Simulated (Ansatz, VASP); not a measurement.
**RbNa3Te2: VASP beside Ansatz**

```xyz
6
Lattice="4.6172 0.0000 0.0000 -2.3086 3.9986 0.0000 0.0000 0.0000 9.2476" Properties=species:S:1:pos:R:3 pbc="T T T"
Rb    0.0000    0.0000    0.0000
Na    0.0000    0.0000    4.6238
Na    0.0000    2.6657    0.0000
Na    0.0000    2.6657    4.6238
Te    2.3086    1.3329    2.1977
Te    2.3086    1.3329    7.0499
```

Change from the starting cell: species swapped into the Ce2CoSi3 type (P-6m2, No. 187).

Alike in both runs: task relaxation of cell and atoms; functional PBE; k mesh 6 × 6 × 2; occupations gaussian, width 0.1 eV; no spin polarisation.

|  | VASP | Ansatz |
| --- | --- | --- |
| version | VASP 6.6.1 | Ansatz 0.2.0 |
| potentials or method | VASP PAW PBE potentials, release 64 (Rb_sv, Na_pv, Te), cutoff 600 eV | scalar-relativistic, plane waves, PAW |
| valence electrons in the cell | 42 | 68 |

```tsv
	VASP	Ansatz	Ansatz less VASP
gap on the k mesh at the Fermi level, each at its own relaxed structure (eV)	0.26	0.30	+0.037
relaxed volume (Å³/atom)	31.59	31.44	-0.152
relaxed cell length with the largest relative difference (Å)	5.136	5.122	-0.0139
```

VASP's potentials hold 42 valence electrons a cell and Ansatz's 68, so a difference there can come from the potentials and not from the codes.

Neither program's run includes spin-orbit coupling.
